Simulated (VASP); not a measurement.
# Rh (R-3m) in VASP: further runs, part 2 of 2

VASP 6.6.1. Earlier steps stand in the parts before.

### 4 Electric field gradients, PBEsol (equal xy, yz and zx shear strains of +3 %)

INCAR

```
PREC = Accurate ; ENCUT = 520
EDIFF = 1E-8 ; ISMEAR = -1
SIGMA = 0.08 ; LREAL = False
LASPH = True ; NELM = 60
ALGO = Normal ; ISIF = 2
LWAVE = False ; LCHARG = False
GGA = PS ; LEFG = True
NBANDS = 14
```

KPOINTS

```
Automatic mesh
0
Gamma
  16 16 16
```

POSCAR

```
Rh
1.0
    0.0570465000      1.9300732500      1.9300732500
    1.9300732500      0.0570465000      1.9300732500
    1.9300732500      1.9300732500      0.0570465000
Rh
1
Direct
    0.0000000000      0.0000000000      0.0000000000
```

Potentials or basis: VASP PAW PBE potentials, release 64 (Rh_pv).

On the command line:

```sh
> cat potpaw_PBE.64/Rh_pv/POTCAR > POTCAR
> mpirun -np 1 vasp_std > vasp.out
```

OUTCAR:

```text
PREC = Accurate
   ENCUT = 520
   EDIFF = 1E-8
   ISMEAR = -1
   LREAL = False
   LASPH = True
   NELM = 60
   ISIF = 2
   GGA = PS

 ion  position               nearest neighbor table
   1  0.000  0.000  0.000-

  LATTYP: Found a trigonal (rhomboedric) cell.
 ALAT       =     2.7301318290
 COS(alpha) =     0.5293254421

  Lattice vectors:

 A1 = (   0.0570465000,   1.9300732500,   1.9300732500)
 A2 = (   1.9300732500,   0.0570465000,   1.9300732500)
 A3 = (   1.9300732500,   1.9300732500,   0.0570465000)

Analysis of symmetry for initial positions (statically):
=====================================================================
 Subroutine PRICEL returns:
 Original cell was already a primitive cell.

 Routine SETGRP: Setting up the symmetry group for a
 trigonal (rhombohedral) supercell.

 Subroutine GETGRP returns: Found 12 space group operations
 (whereof 12 operations were pure point group operations)
 out of a pool of 12 trial point group operations.

The static configuration has the point symmetry D_3d.

Analysis of symmetry for dynamics (positions and initial velocities):
=====================================================================
 Subroutine PRICEL returns:
 Original cell was already a primitive cell.

 Routine SETGRP: Setting up the symmetry group for a
 trigonal (rhombohedral) supercell.

 Subroutine GETGRP returns: Found 12 space group operations
 (whereof 12 operations were pure point group operations)
 out of a pool of 12 trial point group operations.

The dynamic configuration has the point symmetry D_3d.

 Subroutine INISYM returns: Found 12 space group operations
[... 152 lines left out ...]
      2     -34.5596      2.00000
      3     -34.5596      2.00000
      4       3.7082      2.00000
      5       8.3100      2.00000
      6       8.8152      2.00000
      7       8.8152      2.00000
      8      10.8179      1.99998
      9      10.8179      1.99998
     10      27.6571      0.00000
     11      32.1411      0.00000
     12      32.2577      0.00000
     13      33.6535      0.00000
     14      33.6535      0.00000
[... 377 lines left out ...]
      1     -34.6385      2.00000
      2     -34.5867      2.00000
      3     -34.5736      2.00000
      4       4.1363      2.00000
      5       8.4928      2.00000
      6       8.5827      2.00000
      7       9.0476      2.00000
      8      10.5910      2.00000
      9      10.8083      1.99999
     10      28.3051      0.00000
     11      31.7704      0.00000
     12      32.1507      0.00000
     13      32.7690      0.00000
     14      34.0921      0.00000

 [... further k-points ...]
[... 5 lines left out ...]
  --------------------------------------------------------------------------------------
  -------------------------------------------------------------------------------------
  Total       -0.3426355     -0.3426355     -0.3426355     -0.4943838     -0.4943838     -0.4943838
  in kB      -39.9466151    -39.9466151    -39.9466151    -57.6383950    -57.6383950    -57.6383950
  external PRESSURE =     -39.9466151 kB  Pullay stress =       0.0000000 kB

 VOLUME and BASIS-vectors are now :
 -----------------------------------------------------------------------------
  energy-cutoff  :      520.00
  volume of cell :       13.74
      direct lattice vectors                 reciprocal lattice vectors
     0.057046500  1.930073250  1.930073250    -0.270835189  0.263060016  0.263060016
     1.930073250  0.057046500  1.930073250     0.263060016 -0.270835189  0.263060016
     1.930073250  1.930073250  0.057046500     0.263060016  0.263060016 -0.270835189

 POSITION                                       TOTAL-FORCE (eV/Angst)
 -----------------------------------------------------------------------------------
      0.00000      0.00000      0.00000        -0.000000      0.000000     -0.000000
 -----------------------------------------------------------------------------------
    total drift:                                0.000000      0.000000      0.000000

  FREE ENERGIE OF THE ION-ELECTRON SYSTEM (eV)
  ---------------------------------------------------
  free  energy   TOTEN  =        -8.1261339906 eV

  energy  without entropy=       -8.0966035210  energy(sigma->0) =       -8.11136876

 Electric field gradients (V/A^2)
---------------------------------------------------------------------
 ion       V_xx      V_yy      V_zz      V_xy      V_xz      V_yz
---------------------------------------------------------------------
   1      -0.000     0.000    -0.000     2.389     2.389     2.389
---------------------------------------------------------------------

 Electric field gradients after diagonalization (V/A^2)
 (convention: |V_zz| > |V_xx| > |V_yy|)
----------------------------------------------------------------------
 ion       V_xx      V_yy      V_zz     asymmetry (V_yy - V_xx)/ V_zz
----------------------------------------------------------------------
   1      -2.389    -2.389     4.778       0.000
----------------------------------------------------------------------

           NMR quadrupolar parameters

 Cq : quadrupolar parameter    Cq=e*Q*V_zz/h
 eta: asymmetry parameters     (V_yy - V_xx)/ V_zz
 Q  : nuclear electric quadrupole moment in mb (millibarn)
----------------------------------------------------------------------
 ion       Cq(MHz)       eta       Q (mb)
----------------------------------------------------------------------
   1       0.012       0.000       1.000
----------------------------------------------------------------------
```

OSZICAR:

```text
N       E                     dE             d eps       ncg     rms          rms(c)
DAV:   1     0.119074790501E+03    0.11907E+03   -0.87790E+03 11748   0.115E+03
DAV:   2    -0.723082103563E+01   -0.12631E+03   -0.12093E+03 12978   0.341E+02
DAV:   3    -0.874898031636E+01   -0.15182E+01   -0.15158E+01 13836   0.412E+01
DAV:   4    -0.875444901903E+01   -0.54687E-02   -0.54685E-02 13506   0.254E+00
DAV:   5    -0.875449675170E+01   -0.47733E-04   -0.47734E-04 13752   0.208E-01    0.111E+01
DAV:   6    -0.815140462752E+01    0.60309E+00   -0.10336E+00 12336   0.139E+01    0.345E+00
DAV:   7    -0.813093587792E+01    0.20469E-01   -0.20186E-02 13488   0.171E+00    0.161E+00
DAV:   8    -0.812634426031E+01    0.45916E-02   -0.43682E-03 12342   0.906E-01    0.227E-01
DAV:   9    -0.812612876713E+01    0.21549E-03   -0.17968E-04 12294   0.189E-01    0.257E-02
DAV:  10    -0.812613397082E+01   -0.52037E-05   -0.23799E-06 13572   0.176E-02    0.629E-03
DAV:  11    -0.812613414050E+01   -0.16968E-06   -0.46113E-07 13074   0.906E-03    0.667E-04
DAV:  12    -0.812613400558E+01    0.13493E-06   -0.17658E-08  8634   0.193E-03    0.159E-04
DAV:  13    -0.812613399452E+01    0.11058E-07   -0.76291E-10  6036   0.377E-04    0.604E-05
DAV:  14    -0.812613399062E+01    0.39008E-08   -0.74955E-11  5952   0.119E-04
   1 F= -.81261340E+01 E0= -.81113688E+01  d E =-.295305E-01
```

stdout:

```text
POSCAR found type information on POSCAR Rh
 POSCAR found :  1 types and       1 ions
 scaLAPACK will be used
 -----------------------------------------------------------------------------
|                                                                             |
|                                                                             |
|     You enforced a specific xc type in the INCAR file but a different       |
|     I HOPE YOU KNOW WHAT YOU ARE DOING!                                     |
|                                                                             |
 -----------------------------------------------------------------------------

 LDA part: xc-table for (Slater+PW92), standard interpolation
 POSCAR, INCAR and KPOINTS ok, starting setup
 FFT: planning ... GRIDC
 FFT: planning ... GRID_SOFT
 FFT: planning ... GRID
 WAVECAR not read
 entering main loop
ion   1
```

It took 52 s on 1 thread of Intel Xeon Platinum 8259CL at 2.50GHz (Skylake/Cascade Lake), shared host; peak memory 0.18 GiB.

What came out:

```
Free energy : -8.1261 eV
Pressure    : -4.0 GPa
```

Electric field gradients, principal values (V/Å²):
| atom | least | middle | greatest (by size) |
| --- | --- | --- | --- |
| 1 Rh | -2.389 | -2.389 | 4.778 |

Caveat: the cell differs from its parent crystal (equal xy, yz and zx shear strains of +3 %); without QUAD_EFG the Cq values of the log hold for a quadrupole moment of 1 mb, not for the nuclei; the PAW data sets were made with another functional, which shifts forces and pressure a little.

### 5 The runs side by side

| cell | gap on the mesh (eV) | pressure (GPa) |
| --- | --- | --- |
| a = 2.663 Å, angles 61.3°, 1 atom | none | -4.5 |
| a = 2.703 Å, angles 59.3°, 1 atom | none | -4.8 |
| a = 2.730 Å, angles 58.0°, 1 atom | none | -4.0 |

Alike in all rows: task electric field gradients; level PBEsol; potentials or basis VASP PAW PBE potentials, release 64 (Rh_pv); no spin polarisation; k mesh 16 × 16 × 16; cutoff (eV) 520; smearing fermi-dirac 0.08 eV.

Caveats: the PAW data sets were made with another functional, which shifts forces and pressure a little.

Absolute energies hang on the potentials; compare differences alone.
